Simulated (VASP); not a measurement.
Wanted: the native input for a VASP 6.6.1 run.

| Item | Value |
| --- | --- |
| Task | single point |
| Functional | PBE |
| Potentials or basis | VASP PAW PBE potentials, release 64 (Bi_d) |
| Cutoff | 520 eV |
| k mesh | 14 × 14 × 14 |
| Occupations | gaussian, width 0.05 eV |
| Spin | no spin polarisation |
| Dipole correction | no |
| Further INCAR settings | ALGO = Normal; EDIFF = 1e-07; NBANDS = 14 |

The structure of Bi lies in POSCAR:

```
Bi
1.0
    0.0000000000      2.6057589310      2.6057589310
    2.6057589310      0.0000000000      2.6057589310
    2.6057589310      2.6057589310      0.0000000000
Bi
1
Direct
    0.0000000000      0.0000000000      0.0000000000
```

These files were run (other wordings do the same):

INCAR

```
SYSTEM = Bi
ALGO = Normal
EDIFF = 1E-7
ENCUT = 520
GGA = PE
ISIF = 2
ISMEAR = 0
LASPH = .True.
LCHARG = .True.
LELF = .True.
LREAL = .False.
LVHAR = .True.
LWAVE = .False.
NBANDS = 14
NELM = 80
PREC = Accurate
SIGMA = 0.05
```

KPOINTS

```
k-points
0
Gamma
  14 14 14
  0 0 0
```

Potentials or basis: VASP PAW PBE potentials, release 64 (Bi_d).

Launch:

```bash
$ cat potpaw_PBE.64/Bi_d/POTCAR > POTCAR
$ mpirun -np 1 vasp_std > vasp.out
```

It gave:

```yaml
Pressure: -4.3 GPa
```

It took 17 s on 1 thread of Intel(R) Xeon(R) 6975P-C (Granite Rapids), on a shared host, peak memory 0.18 GiB.
